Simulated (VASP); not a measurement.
Runs of VASP 6.6.1 on Li2CaSc2. The structure is that of space group P4/mmm (No. 123), or close to it. The cells are those of the table. 

```tsv
task	spin	cell	k mesh	cutoff (eV)	gap on the mesh (eV)	pressure (GPa)	relaxed volume (Å³/atom)	largest force (eV/Å)
relaxation of cell and atoms	off	relaxed from a = 3.815, b = 3.815, c = 6.819 Å, 5 atoms	4 × 4 × 4	600	none	0.0	24.51	0.01
single point	off	a = 3.360, b = 3.360, c = 11.213 Å, 5 atoms	6 × 6 × 2	520	none	-	-	0.04
single point	off	a = 3.815, b = 3.815, c = 6.819 Å, 5 atoms	4 × 4 × 4	520	none	-	-	(a)
single point	collinear, ferromagnetic start	a = 3.360, b = 3.360, c = 11.213 Å, 5 atoms	6 × 6 × 2	520	none	-	-	0.01
relaxation of cell and atoms	off	relaxed from a = 3.376, b = 3.376, c = 11.083 Å, 5 atoms	6 × 6 × 2	600	none	0.0	25.25	-
```

Alike in all rows: level PBE; potentials or basis VASP PAW PBE potentials, release 64 (Li_sv, Ca_sv, Sc_sv); smearing gaussian 0.1 eV.

Problem. Estimate the missing entries.

Solution. (a) 0.94.

Caveats: some runs use coarse meshes; the cutoff is under 1.25 times the usual one of these potentials, so pressure, stress and relaxed cells hold a basis-set (Pulay) error; the volume moved by over 15 % at a fixed basis, so the end points are rough (some runs).

A gap of «none» marks levels without a gap at the run's occupations.
